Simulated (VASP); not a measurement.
# Ag2SnAs2 (I4/mmm) in VASP: single point with PBEsol

Aim: the single point of Ag2SnAs2 with PBEsol.

Program: VASP 6.6.1. These are calculated values, not measurements. Logs are shortened: lines on timing, memory, paths and dates and some standing lists are left out, and cuts for length are marked.

**1. The cell of the first run**

It takes space group I4/mmm (No. 139, tetragonal). Conventional cell: a = 3.711 Å, b = 3.711 Å, c = 14.499 Å, α = 90.00°, β = 90.00°, γ = 90.00°. Within 3.5 Å of Ag (site symmetry 4mm) lie 5 As at 2.69 to 3.14 Å and 1 Ag at 2.83 Å and 4 Sn at 2.98 Å. Sn (site symmetry 4/mmm) has 8 Ag at 2.98 Å and 2 As at 3.15 Å and 4 Sn at 3.71 Å within 3.9 Å. Within 3.5 Å of As (site symmetry 4mm) lie 5 Ag at 2.69 to 3.14 Å and 4 As at 2.79 Å and 1 Sn at 3.15 Å.

**2. Single point, PBEsol**

Contents of INCAR:

```
SYSTEM = Ag2SnAs2
PREC = Accurate
ENCUT = 520
EDIFF = 1E-6
ISMEAR = -1
SIGMA = 0.03
LREAL = .False.
LASPH = .True.
NELM = 100
ALGO = Normal
ISIF = 2
LWAVE = .False.
LCHARG = .False.
GGA = PS
NBANDS = 31
```

Contents of KPOINTS:

```
regular mesh
0
Gamma
  8 8 8
  0 0 0
```

Contents of POSCAR:

```
Ag2SnAs2
1.0
   -1.8554650548      1.8554650548      7.2494098139
    1.8554650548     -1.8554650548      7.2494098139
    1.8554650548      1.8554650548     -7.2494098139
Ag Sn As
2 1 2
Direct
    0.5976896673      0.5976896673      0.0000000000
    0.4023103327      0.4023103327      0.0000000000
    0.0000000000      0.0000000000      0.0000000000
    0.2170312581      0.2170312581      0.0000000000
    0.7829687419      0.7829687419      0.0000000000
```

Potentials or basis: VASP PAW PBE potentials, release 64 (Ag, Sn_d, As).

Started as:

```sh
> cat potpaw_PBE.64/Ag/POTCAR potpaw_PBE.64/Sn_d/POTCAR potpaw_PBE.64/As/POTCAR > POTCAR
> mpirun -np 1 vasp_std > vasp.out
```

OUTCAR:

```text
SYSTEM = Ag2SnAs2
   PREC = Accurate
   ENCUT = 520
   EDIFF = 1E-6
   ISMEAR = -1
   LREAL = .False.
   LASPH = .True.
   NELM = 100
   ISIF = 2
   GGA = PS

 ion  position               nearest neighbor table
   1  0.598  0.598  0.000-   5 2.69   2 2.83   3 2.98   3 2.98   3 2.98   3 2.98   4 3.14   4 3.14
                             4 3.14   4 3.14
   2  0.402  0.402  0.000-   4 2.69   1 2.83   3 2.98   3 2.98   3 2.98   3 2.98   5 3.14   5 3.14
                             5 3.14   5 3.14
   3  0.000  0.000  0.000-   1 2.98   1 2.98   1 2.98   2 2.98   1 2.98   2 2.98   2 2.98   2 2.98
                             4 3.15   5 3.15
   4  0.217  0.217  0.000-   2 2.69   5 2.79   5 2.79   5 2.79   5 2.79   1 3.14   1 3.14   1 3.14
                             1 3.14   3 3.15
   5  0.783  0.783  0.000-   1 2.69   4 2.79   4 2.79   4 2.79   4 2.79   2 3.14   2 3.14   2 3.14
                             2 3.14   3 3.15

  LATTYP: Found a body centered tetragonal cell.
 ALAT       =     3.7109301096
 C/A-ratio  =     3.9070581228

  Lattice vectors:

 A1 = (  -1.8554650548,   1.8554650548,   7.2494098139)
 A2 = (   1.8554650548,  -1.8554650548,   7.2494098139)
 A3 = (   1.8554650548,   1.8554650548,  -7.2494098139)

Analysis of symmetry for initial positions (statically):
=====================================================================
 Subroutine PRICEL returns:
 Original cell was already a primitive cell.

 Routine SETGRP: Setting up the symmetry group for a
 body centered tetragonal supercell.

 Subroutine GETGRP returns: Found 16 space group operations
 (whereof 16 operations were pure point group operations)
 out of a pool of 16 trial point group operations.

The static configuration has the point symmetry D_4h.

Analysis of symmetry for dynamics (positions and initial velocities):
=====================================================================
 Subroutine PRICEL returns:
 Original cell was already a primitive cell.

 Routine SETGRP: Setting up the symmetry group for a
 body centered tetragonal supercell.

 Subroutine GETGRP returns: Found 16 space group operations
 (whereof 16 operations were pure point group operations)
 out of a pool of 16 trial point group operations.

The dynamic configuration has the point symmetry D_4h.

 Subroutine INISYM returns: Found 16 space group operations
 (whereof 16 operations are pure point group operations),
 and found     1 'primitive' translations

----------------------------------------------------------------------------------------

                                     Primitive cell

  volume of cell :      99.8316

  direct lattice vectors                    reciprocal lattice vectors
    -1.855465055  1.855465055  7.249409814     0.000000000  0.269474221  0.068971132
     1.855465055 -1.855465055  7.249409814     0.269474221  0.000000000  0.068971132
     1.855465055  1.855465055 -7.249409814     0.269474221  0.269474221  0.000000000

  length of vectors
     7.709698035  7.709698035  7.709698035     0.278160696  0.278160696  0.381094098

  position of ions in fractional coordinates (direct lattice)
     0.597689667  0.597689667  0.000000000
     0.402310333  0.402310333  0.000000000
     0.000000000  0.000000000  0.000000000
     0.217031258  0.217031258  0.000000000
     0.782968742  0.782968742  0.000000000

  ion indices of the primitive-cell ions
   primitive index   ion index
                 1           1
                 2           2
                 3           3
                 4           4
                 5           5

----------------------------------------------------------------------------------------

 KPOINTS: regular mesh

Automatic generation of k-mesh.
 Grid dimensions read from file:
 generate k-points for:    8    8    8

 Generating k-lattice:

  Cartesian coordinates                     Fractional coordinates (reciprocal lattice)
     0.000000000  0.033684278  0.008621391     0.125000000  0.000000000  0.000000000
     0.033684278  0.000000000  0.008621391     0.000000000  0.125000000  0.000000000
     0.033684278  0.033684278  0.000000000     0.000000000  0.000000000  0.125000000

  Length of vectors
     0.034770087  0.034770087  0.047636762

  Shift w.r.t. Gamma in fractional coordinates (k-lattice)
     0.000000000  0.000000000  0.000000000

 Subroutine IBZKPT returns following result:
 ===========================================

 Found     59 irreducible k-points:

 Following reciprocal coordinates:
            Coordinates               Weight
  0.000000  0.000000  0.000000      1.000000
  0.125000  0.000000  0.000000      8.000000
  0.250000  0.000000  0.000000      8.000000
  0.375000 -0.000000  0.000000      8.000000
  0.500000  0.000000  0.000000      4.000000
  0.125000  0.125000  0.000000      8.000000
[... 16 lines left out ...]
  0.250000  0.125000  0.125000     16.000000
  0.375000  0.125000  0.125000      8.000000
 [... further k-points ...]
   k-points           NKPTS =     59   k-points in BZ     NKDIM =     59   number of bands    NBANDS=     31
   number of dos      NEDOS =    301   number of ions     NIONS =      5
   total plane-waves  NPLWV = 216000
   dimension x,y,z NGX =    60 NGY =   60 NGZ =   60
   dimension x,y,z NGXF=   120 NGYF=  120 NGZF=  120
   ions per type =               2   1   2
   NGX,Y,Z   is equivalent  to a cutoff of  12.94, 12.94, 12.94 a.u.
   NGXF,Y,Z  is equivalent  to a cutoff of  25.88, 25.88, 25.88 a.u.
 SYSTEM =  Ag2SnAs2
   PREC   = accura    normal or accurate (medium, high low for compatibility)
   ISTART =      0    job   : 0-new  1-cont  2-samecut
   ICHARG =      2    charge: 1-file 2-atom 10-const
   ISPIN  =      1    spin polarized calculation?
   LNONCOLLINEAR =      F non collinear calculations
   LSORBIT =      F    spin-orbit coupling
   LASPH  =      T    aspherical Exc in radial PAW
   ENCUT  =  520.0 eV  38.22 Ry    6.18 a.u.  14.33 14.33 14.33*2*pi/ulx,y,z
   NELM   =    100;   NELMIN=  2; NELMDL= -5     # of ELM steps
   EDIFF  = 0.1E-05   stopping-criterion for ELM
   LREAL  =      F    real-space projection
[... 7 lines left out ...]
   TEBEG  =    0.0;   TEEND  =   0.0 temperature during run
   PSTRESS=    0.0 pullay stress
   NELECT =      46.0000    total number of electrons
   NUPDOWN=      -1.0000    fix difference up-down
   EMIN   =  10.00;   EMAX   =-10.00  energy-range for DOS
   EFERMI =   0.00;   METHOD = LEGACY
   ISMEAR =    -1;   SIGMA  =   0.03  broadening in eV -4-tet -1-fermi 0-gaus
   EFERMI_NEDOS =   21; number of points for ismear=-14 and -15
   IALGO  =     38    algorithm
   IMIX   =      4    mixing-type and parameters
     AMIX     =   0.40;   BMIX     =  1.00
     AMIX_MAG =   1.60;   BMIX_MAG =  1.00
  volume/ion in A,a.u.               =      19.97       134.74
  Fermi-wavevector in a.u.,A,eV,Ry     =   1.264459  2.389481 21.753760  1.598856
  Thomas-Fermi vector in A             =   2.397763
   LORBIT       =      0    0 simple, 1 ext, 2 COOP (PROOUT), +10 PAW based schemes
   GGA     = PS    functional components
   LHFCALC =     F    Hartree Fock is set to
   AEXX    =    0.0000 exact exchange contribution
   IVDW    =     0    specifies the selected vdW correction
   LEPSILON=     F    determine dielectric tensor
   LRPA    =     F    only Hartree local field effects (RPA)
 non-spin polarized calculation
  energy-cutoff  :      520.00
  volume of cell :       99.83
 maximum number of plane-waves:      2708
 NGX is ok and might be reduce to    60
   NGX = 29   NGY = 29   NGZ = 29

 number of electron      46.0000005 magnetization

 Free energy of the ion-electron system (eV)
  ---------------------------------------------------
  ext. energy  EPLUGINS =         0.00000000
  ---------------------------------------------------
  free energy    TOTEN  =       -20.20348333 eV

  energy without entropy =      -20.19652760  energy(sigma->0) =      -20.20000546

 E-fermi :   7.6157     XC(G=0): -11.2407

 val. band max:        7.5959334604   @ k =   0.5000   0.0000   0.0000
 cond. band min:       7.6310642424   @ k =   0.5000   0.0000   0.0000
 fundamental gap:      0.0351307820
 Fermi energy:         7.6157041343

 k-point     1 :       0.0000    0.0000    0.0000
  band No.  band energies     occupation
      1     -13.9168      2.00000
      2     -13.9046      2.00000
      3     -13.8808      2.00000
      4     -13.8808      2.00000
      5     -13.8728      2.00000
      6      -6.2734      2.00000
[... 23 lines left out ...]
     30      13.4467      0.00000
     31      14.2687      0.00000

 k-point     2 :       0.1250    0.0000    0.0000
  band No.  band energies     occupation
      1     -13.9115      2.00000
      2     -13.9003      2.00000
      3     -13.8842      2.00000
      4     -13.8810      2.00000
      5     -13.8755      2.00000
      6      -6.1199      2.00000
[... 23 lines left out ...]
     30      12.9988      0.00000
     31      13.8034      0.00000

 k-point     3 :       0.2500    0.0000    0.0000
  band No.  band energies     occupation
      1     -13.9078      2.00000
      2     -13.8924      2.00000
      3     -13.8822      2.00000
      4     -13.8814      2.00000
      5     -13.8808      2.00000
      6      -5.6655      2.00000
[... 23 lines left out ...]
     30      13.3073      0.00000
     31      13.9392      0.00000

 k-point     4 :       0.3750   -0.0000    0.0000
  band No.  band energies     occupation
      1     -13.9064      2.00000
      2     -13.9006      2.00000
      3     -13.8888      2.00000
      4     -13.8818      2.00000
      5     -13.8588      2.00000
      6      -4.9306      2.00000
[... 23 lines left out ...]
     30      13.1625      0.00000
     31      14.6505      0.00000

 k-point     5 :       0.5000    0.0000    0.0000
  band No.  band energies     occupation
      1     -13.9060      2.00000
      2     -13.9040      2.00000
      3     -13.8916      2.00000
      4     -13.8820      2.00000
      5     -13.8496      2.00000
      6      -3.9668      2.00000
[... 23 lines left out ...]
     30      13.3813      0.00000
     31      14.2000      0.00000
[... 542 lines left out ...]
     30      13.0049      0.00000
     31      14.2485      0.00000

 k-point    22 :       0.1250    0.1250    0.1250
  band No.  band energies     occupation
      1     -13.8929      2.00000
      2     -13.8929      2.00000
      3     -13.8903      2.00000
      4     -13.8864      2.00000
      5     -13.8691      2.00000
      6      -5.0961      2.00000
[... 23 lines left out ...]
     30      13.0062      0.00000
     31      13.2112      0.00000

 k-point    23 :       0.2500    0.1250    0.1250
  band No.  band energies     occupation
      1     -13.9005      2.00000
      2     -13.8989      2.00000
      3     -13.8909      2.00000
      4     -13.8829      2.00000
      5     -13.8491      2.00000
      6      -4.4146      2.00000
[... 23 lines left out ...]
     30      13.0736      0.00000
     31      13.3775      0.00000

 k-point    24 :       0.3750    0.1250    0.1250
  band No.  band energies     occupation
      1     -13.9036      2.00000
      2     -13.9018      2.00000
      3     -13.8908      2.00000
      4     -13.8822      2.00000
      5     -13.8401      2.00000
      6      -3.5682      2.00000
[... 23 lines left out ...]
     30      13.7084      0.00000
     31      14.0954      0.00000

 [... further k-points ...]

------------------------ aborting loop because EDIFF is reached ----------------------------------------

  FORCE on cell =-STRESS in cart. coord.  units (eV):
  Direction    XX          YY          ZZ          XY          YZ          ZX
  --------------------------------------------------------------------------------------
  -------------------------------------------------------------------------------------
  Total        0.0365461      0.0365461      0.0304842      0.0000000      0.0000000      0.0000000
  in kB        0.5865212      0.5865212      0.4892341      0.0000000      0.0000000      0.0000000
  external PRESSURE =       0.5540922 kB  Pullay stress =       0.0000000 kB

 VOLUME and BASIS-vectors are now :
 -----------------------------------------------------------------------------
  energy-cutoff  :      520.00
  volume of cell :       99.83
      direct lattice vectors                 reciprocal lattice vectors
    -1.855465055  1.855465055  7.249409814     0.000000000  0.269474221  0.068971132
     1.855465055 -1.855465055  7.249409814     0.269474221  0.000000000  0.068971132
     1.855465055  1.855465055 -7.249409814     0.269474221  0.269474221  0.000000000

 POSITION                                       TOTAL-FORCE (eV/Angst)
 -----------------------------------------------------------------------------------
      0.00000      0.00000      8.66579         0.000000      0.000000     -0.009618
      0.00000      0.00000      5.83302         0.000000      0.000000      0.009618
      0.00000      0.00000      0.00000         0.000000      0.000000      0.000000
      0.00000      0.00000      3.14670        -0.000000     -0.000000     -0.017176
      0.00000      0.00000     11.35212         0.000000      0.000000      0.017176
 -----------------------------------------------------------------------------------
    total drift:                                0.000000     -0.000000     -0.000000

  FREE ENERGIE OF THE ION-ELECTRON SYSTEM (eV)
  ---------------------------------------------------
  free  energy   TOTEN  =       -20.2034833258 eV

  energy  without entropy=      -20.1965275986  energy(sigma->0) =      -20.20000546
```

Wall time 4.8 min (1 thread of Intel Xeon 6975P-C (Granite Rapids), shared host); peak memory 0.58 GiB.

Results:

```yaml
Free_energy: -20.2035 eV
Pressure: 0.1 GPa
Largest_force: 0.017 eV/Å
Band_gap_on_the_k_mesh: zero (bands 23 and 24 overlap by 2.76 eV)
```

Forces on the atoms (eV/Å):
```
Ag   0.000  0.000 -0.010
Ag   0.000  0.000  0.010
Sn   0.000  0.000  0.000
As   0.000  0.000 -0.017
As   0.000  0.000  0.017
```

Caveat: the PAW data sets were made with another functional, which shifts forces and pressure a little; spin-orbit coupling is left out, which moves the levels of the heavy elements.
